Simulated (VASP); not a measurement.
A run of VASP 6.6.1 is set up as follows.

INCAR

```
ALGO = Normal ; EDIFF = 1E-6
ENCUT = 520 ; GGA = PS
ISIF = 2 ; ISMEAR = 0
LASPH = True ; LCHARG = False
LREAL = False ; LWAVE = False
NBANDS = 18 ; NELM = 100
PREC = Accurate ; SIGMA = 0.1
```

Contents of KPOINTS:

```
k-points
0
Gamma
  16 16 16
```

Contents of POSCAR:

```
Au
1.0
    3.2421467883      0.0000000000      0.0000000000
    0.0000000000      3.2421467883      0.0000000000
    0.0000000000      0.0000000000      3.2421467883
Au
2
Direct
    0.0000000000      0.0000000000      0.0000000000
    0.5000000000      0.5000000000      0.5000000000
```

Potentials or basis: VASP PAW PBE potentials, release 64 (Au).

The run is started by

```bash
$ cat potpaw_PBE.64/Au/POTCAR > POTCAR
$ mpirun -np 1 vasp_std > vasp.out
```

What does it give for the band gap on the k mesh?

Zero (band 11 reaches 12.33 eV, above the bottom of band 12 at 7.34 eV).

Predict the pressure.

-0.1 GPa.

Caveat: the PAW data sets were made with another functional, which shifts forces and pressure a little; spin-orbit coupling is left out, which moves the levels of the heavy elements.
